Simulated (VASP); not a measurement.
Write the native input for VASP 6.6.1 that does the following.

```yaml
Task: single point
Functional: r2SCAN
Potentials_or_basis: VASP PAW PBE potentials, release 64 (Mo_sv)
Cutoff: 520 eV
k_mesh: 22 × 22 × 22
Occupations: gaussian, width 0.15 eV
Spin: no spin polarisation
Dipole_correction: no
Further_INCAR_settings: ALGO = Normal; EDIFF = 1e-06; NBANDS = 13
```

Mo:

```
CELL_PARAMETERS angstrom
-1.54743 1.54743 1.57100
1.54743 -1.54743 1.57100
1.54743 1.54743 -1.57100
ATOMIC_POSITIONS crystal
Mo 0.00000 0.00000 0.00000
```

This cell differs from its parent crystal: strain -0.015 along x and y, +0.000 along z.

The input as run:

POSCAR

```
Mo
1.0
   -1.5474350000      1.5474350000      1.5710000000
    1.5474350000     -1.5474350000      1.5710000000
    1.5474350000      1.5474350000     -1.5710000000
Mo
1
Direct
    0.0000000000      0.0000000000      0.0000000000
```

INCAR.step1

```
SYSTEM = Mo
PREC = Accurate ; ENCUT = 520
ISMEAR = 0 ; SIGMA = 0.15
LREAL = .False. ; LASPH = .True.
NELM = 80 ; NBANDS = 13
GGA = PE ; ALGO = Normal
EDIFF = 1E-4 ; LWAVE = .True.
LCHARG = .False.
```

INCAR.step2

```
SYSTEM = Mo
PREC = Accurate ; ENCUT = 520
EDIFF = 1E-6 ; ISMEAR = 0
SIGMA = 0.15 ; LREAL = .False.
LASPH = .True. ; NELM = 80
ALGO = Normal ; ISIF = 2
LWAVE = .False. ; LCHARG = .True.
METAGGA = R2SCAN ; LMIXTAU = .True.
LELF = .True. ; LVHAR = .True.
NBANDS = 13 ; ISTART = 1
```

KPOINTS

```
Automatic mesh
0
Gamma
  22 22 22
  0 0 0
```

Potentials or basis: VASP PAW PBE potentials, release 64 (Mo_sv).

Command:

```bash
$ cat potpaw_PBE.64/Mo_sv/POTCAR > POTCAR
$ cp INCAR.step1 INCAR
$ mpirun -np 1 vasp_std > vasp.out
$ cp INCAR.step2 INCAR
$ mpirun -np 1 vasp_std > vasp.out
```

Results of the run:

```json
{"Pressure": "12.7 GPa", "Band gap on the k mesh": "zero (band 7 reaches 17.51 eV, above the bottom of band 8 at 11.79 eV)"}
```

Caveat: the cell differs from its parent crystal (strain -0.015 along x and y, +0.000 along z); the PAW data sets were made with another functional, which shifts forces and pressure a little.

Wall time 6.9 min on 1 thread of Intel(R) Xeon(R) Platinum 8259CL CPU @ 2.50GHz (Skylake/Cascade Lake), with other jobs on the host, peak memory 0.25 GiB.
